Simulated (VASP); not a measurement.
The system is LaAg.

```
La Ag
1.0
     3.85771    0.00000    0.00000
     0.00000    3.85771    0.00000
     0.00000    0.00000    3.85771
La Ag
1 1
Direct
  0.50000 0.50000 0.50000
  0.00000 0.00000 0.00000
```

- Program: VASP 6.6.1
- Task: relaxation of cell and atoms
- Functional: LDA
- Potentials or basis: VASP PAW LDA potentials, release 64 (La, Ag)
- Cutoff: 600 eV
- k mesh: 9 × 9 × 9
- Occupations: fermi-dirac, width 0.05 eV
- Spin: no spin polarisation

At the start: pressure -6.0 GPa; volume 28.70 Å³/atom.

Where does the relaxation end?

Over 5 steps the energy falls by 66.4 meV/atom and the volume is 25.52 Å³/atom (-11.1 %); space group Pm-3m (No. 221, to 0.1 Å) before and after.

Step by step:
```tsv
step	energy change (eV)	largest force (eV/Å)	pressure (GPa)	volume (Å³)
1	0.0000	0.0000	-5.99	57.41
2	-0.1146	0.0000	3.40	48.94
3	-0.1327	0.0000	-0.06	51.06
4	-0.1327	0.0000	0.10	50.94
5	-0.1327	0.0000	0.03	51.04
```

Final structure:
```
CELL_PARAMETERS angstrom
3.70950 0.00000 0.00000
0.00000 3.70950 0.00000
0.00000 0.00000 3.70950
ATOMIC_POSITIONS crystal
La 0.50000 0.50000 0.50000
Ag 0.00000 0.00000 0.00000
```
